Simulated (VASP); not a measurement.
# LiO3 (ReO3 type) (Pm-3m) in VASP: a series of runs, part 2 of 2

VASP 6.6.1.

### Step 3. Single point, PBE

This run uses another cell than the first one, of 11.98 Å³/atom.

The input, INCAR:

```
PREC = Accurate
ENCUT = 520
EDIFF = 1E-6
ISMEAR = -1
SIGMA = 0.06122561905347299
LREAL = False
LASPH = True
NELM = 100
ALGO = Normal
ISIF = 2
LWAVE = False
LCHARG = False
GGA = PE
NBANDS = 18
```

The input, KPOINTS:

```
regular mesh
0
Gamma
  15 15 15
```

The input, POSCAR:

```
LiO3
1.0
    3.6319315498      0.0000000000      0.0000000000
    0.0000000000      3.6319315498      0.0000000000
    0.0000000000      0.0000000000      3.6319315498
Li O
1 3
Direct
    0.0000000000      0.0000000000      0.0000000000
    0.5000000000      0.0000000000      0.0000000000
    0.0000000000      0.5000000000      0.0000000000
    0.0000000000      0.0000000000      0.5000000000
```

Potentials or basis: VASP PAW PBE potentials, release 64 (Li_sv, O).

The run is started by

```bash
$ cat potpaw_PBE.64/Li_sv/POTCAR potpaw_PBE.64/O/POTCAR > POTCAR
$ mpirun -np 1 vasp_std > vasp.out
```

It took 99 s on 1 thread of Intel Xeon 8259CL, shared host; peak memory 0.21 GiB.

Results (log left out):

| Item | Value |
| --- | --- |
| Free energy | -12.3180 eV |
| Band gap on the k mesh | zero (an odd number of electrons rules out a gap without spin polarisation) |

Levels at points of the mesh, in eV from the Fermi level:
```
           k point  band 8  band 9  band 10  band 11  band 12  band 13  band 14  band 15
(0.00, 0.00, 0.00)   -0.21   -0.21    -0.21     0.40     0.40     0.40     9.42    17.21
```

Caveat: the cutoff is under 1.25 times the usual one of these potentials, so pressure, stress and relaxed cells hold a basis-set (Pulay) error; an odd number of electrons without spin polarisation forces a metal; a magnetic or distorted state may lie lower.

### Step 4. Single point, PBE

This run uses another cell than the first one, of 11.98 Å³/atom.

The input, INCAR:

```
SYSTEM = LiO3
PREC = Accurate ; ENCUT = 520
EDIFF = 1E-7 ; ISMEAR = -1
SIGMA = 0.06122561905347299 ; LREAL = .FALSE.
LASPH = .TRUE. ; NELM = 80
ALGO = Normal ; ISIF = 2
LWAVE = .FALSE. ; LCHARG = .FALSE.
GGA = PE ; NBANDS = 18
```

The input, KPOINTS:

```
regular mesh
0
G
  15 15 15
  0 0 0
```

POSCAR is that of step 3.

Potentials or basis: VASP PAW PBE potentials, release 64 (Li_sv, O).

The run is started by

```bash
$ cat potpaw_PBE.64/Li_sv/POTCAR potpaw_PBE.64/O/POTCAR > POTCAR
$ mpirun -np 1 vasp_std > vasp.out
```

OUTCAR:

```text
SYSTEM = LiO3
   PREC = Accurate
   ENCUT = 520
   EDIFF = 1E-7
   ISMEAR = -1
   LREAL = .FALSE.
   LASPH = .TRUE.
   NELM = 80
   ISIF = 2
   GGA = PE

 ion  position               nearest neighbor table
   1  0.000  0.000  0.000-   2 1.82   3 1.82   4 1.82   4 1.82   3 1.82   2 1.82
   2  0.500  0.000  0.000-   1 1.82   1 1.82
   3  0.000  0.500  0.000-   1 1.82   1 1.82
   4  0.000  0.000  0.500-   1 1.82   1 1.82

  LATTYP: Found a simple cubic cell.
 ALAT       =     3.6319315498

  Lattice vectors:
[... 691 lines left out ...]
     17      16.2971      0.00000
     18      16.3760      0.00000

 [... further k-points ...]
[... 5 lines left out ...]
  --------------------------------------------------------------------------------------
  -------------------------------------------------------------------------------------
  Total       -0.5335265     -0.5335265     -0.5335265     -0.0000000     -0.0000000      0.0000000
  in kB      -17.8424150    -17.8424150    -17.8424150     -0.0000000     -0.0000000      0.0000000
  external PRESSURE =     -17.8424150 kB  Pullay stress =       0.0000000 kB

 VOLUME and BASIS-vectors are now :
 -----------------------------------------------------------------------------
  energy-cutoff  :      520.00
  volume of cell :       47.91
      direct lattice vectors                 reciprocal lattice vectors
     3.631931550  0.000000000  0.000000000     0.275335586  0.000000000  0.000000000
     0.000000000  3.631931550  0.000000000     0.000000000  0.275335586  0.000000000
     0.000000000  0.000000000  3.631931550     0.000000000  0.000000000  0.275335586

 POSITION                                       TOTAL-FORCE (eV/Angst)
 -----------------------------------------------------------------------------------
      0.00000      0.00000      0.00000         0.000000      0.000000      0.000000
      1.81597      0.00000      0.00000         0.000000      0.000000      0.000000
      0.00000      1.81597      0.00000         0.000000      0.000000      0.000000
      0.00000      0.00000      1.81597         0.000000      0.000000      0.000000
 -----------------------------------------------------------------------------------
    total drift:                               -0.000000      0.000000     -0.000000

  FREE ENERGIE OF THE ION-ELECTRON SYSTEM (eV)
  ---------------------------------------------------
  free  energy   TOTEN  =       -12.3179604532 eV

  energy  without entropy=      -12.2384258856  energy(sigma->0) =      -12.27819317
```

stdout:

```text
POSCAR found type information on POSCAR LiO
 POSCAR found :  2 types and       4 ions
 scaLAPACK will be used
 LDA part: xc-table for (Slater+PW92), standard interpolation
 POSCAR, INCAR and KPOINTS ok, starting setup
 FFT: planning ... GRIDC
 FFT: planning ... GRID_SOFT
 FFT: planning ... GRID
 WAVECAR not read
 entering main loop
```

It took 1.9 min on 1 thread of Intel Xeon 8259CL, shared host; peak memory 0.21 GiB.

Results:

- Free energy: -12.3180 eV
- Band gap on the k mesh: zero (an odd number of electrons rules out a gap without spin polarisation)

Caveat: the cutoff is under 1.25 times the usual one of these potentials, so pressure, stress and relaxed cells hold a basis-set (Pulay) error; an odd number of electrons without spin polarisation forces a metal; a magnetic or distorted state may lie lower.

### Step 5. Single point, PBE

This run uses another cell than the first one, of 12.21 Å³/atom.

The input, INCAR:

```
SYSTEM = LiO3
PREC = Accurate
ENCUT = 520
EDIFF = 1E-7
ISMEAR = -1
SIGMA = 0.06122561905347299
LREAL = .FALSE.
LASPH = .TRUE.
NELM = 100
ALGO = Normal
ISIF = 2
LWAVE = .FALSE.
LCHARG = .FALSE.
GGA = PE
NBANDS = 18
```

The input, KPOINTS:

```
Automatic mesh
0
G
  15 15 15
  0 0 0
```

The input, POSCAR:

```
LiO3
1.0
    3.6550654955      0.0000000000      0.0000000000
    0.0000000000      3.6550654955      0.0000000000
    0.0000000000      0.0000000000      3.6550654955
Li O
1 3
Direct
    0.0000000000      0.0000000000      0.0000000000
    0.5000000000      0.0000000000      0.0000000000
    0.0000000000      0.5000000000      0.0000000000
    0.0000000000      0.0000000000      0.5000000000
```

The run is started by

```bash
$ cat potpaw_PBE.64/Li_sv/POTCAR potpaw_PBE.64/O/POTCAR > POTCAR
$ mpirun -np 1 vasp_std > vasp.out
```

Run time: 2 min. Hardware: 1 thread of Intel Xeon 8259CL, shared host; peak memory 0.21 GiB.

It converged, with:

* Free energy: -12.3069 eV
* Band gap on the k mesh: zero (an odd number of electrons rules out a gap without spin polarisation)

Levels at points of the mesh, in eV from the Fermi level:
| k point | band 8 | band 9 | band 10 | band 11 | band 12 | band 13 | band 14 | band 15 |
| --- | --- | --- | --- | --- | --- | --- | --- | --- |
| (0.00, 0.00, 0.00) | -0.20 | -0.20 | -0.20 | 0.39 | 0.39 | 0.39 | 9.36 | 17.12 |

Caveat: the cutoff is under 1.25 times the usual one of these potentials, so pressure, stress and relaxed cells hold a basis-set (Pulay) error; an odd number of electrons without spin polarisation forces a metal; a magnetic or distorted state may lie lower.

### Step 6. The runs side by side

| cell | gap on the mesh (eV) |
| --- | --- |
| a = 3.608 Å, 4 atoms | none |
| a = 3.632 Å, 4 atoms | none |
| a = 3.655 Å, 4 atoms | none |

Alike in all rows: task single point; level PBE; potentials or basis VASP PAW PBE potentials, release 64 (Li_sv, O); no spin polarisation; k mesh 15 × 15 × 15; cutoff (eV) 520; smearing fermi-dirac 0.0612256 eV.

Caveats: the cutoff is under 1.25 times the usual one of these potentials, so pressure, stress and relaxed cells hold a basis-set (Pulay) error; an odd number of electrons without spin polarisation forces a metal; a magnetic or distorted state may lie lower.

Absolute energies hang on the potentials; compare differences alone.
